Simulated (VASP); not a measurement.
Write the native input for VASP 6.6.1 that does the following.

* Task: single point
* Functional: PBE
* Potentials or basis: VASP PAW PBE potentials, release 64 (Cd, Te)
* Cutoff: 520 eV
* k mesh: 2 × 2 × 4
* Occupations: gaussian, width 0.1 eV
* Spin: no spin polarisation
* Dipole correction: no
* Further INCAR settings: ALGO = Normal; EDIFF = 1e-07; NBANDS = 46

The structure of CdTe lies in POSCAR:

```
CdTe
1.0
    8.0747391000      0.0000000000      0.0000000000
    0.0000000000      8.0747391000      0.0000000000
    0.0000000000      0.0000000000      4.6932331000
Cd Te
4 4
Direct
    0.6757380000      0.6757380000      0.0000000000
    0.1757380000      0.8242620000      0.5000000000
    0.8242620000      0.1757380000      0.5000000000
    0.3242620000      0.3242620000      0.0000000000
    0.8166230000      0.8166230000      0.5000000000
    0.1833770000      0.1833770000      0.5000000000
    0.6833770000      0.3166230000      0.0000000000
    0.3166230000      0.6833770000      0.0000000000
```

These files were run (other wordings do the same):

INCAR

```
SYSTEM = CdTe
PREC = Accurate
ENCUT = 520
EDIFF = 1E-7
ISMEAR = 0
SIGMA = 0.1
LREAL = .FALSE.
LASPH = .TRUE.
NELM = 80
ALGO = Normal
ISIF = 2
LWAVE = .FALSE.
LCHARG = .FALSE.
GGA = PE
NBANDS = 46
```

KPOINTS

```
regular mesh
0
G
  2 2 4
  0 0 0
```

Potentials or basis: VASP PAW PBE potentials, release 64 (Cd, Te).

The run is started by

```sh
$ cat potpaw_PBE.64/Cd/POTCAR potpaw_PBE.64/Te/POTCAR > POTCAR
$ mpirun -np 1 vasp_std > vasp.out
```

Results of the run:

```yaml
Pressure: 0.1 GPa
Largest_force: 0.005 eV/Å
Band_gap_on_the_k_mesh: 0.70 eV, direct
```

Caveat: spin-orbit coupling is left out, which moves the levels of the heavy elements.

It took 3.5 min on 1 thread of Oxide Virtual Turin-like Processor, with other jobs on the host, peak memory 0.34 GiB.
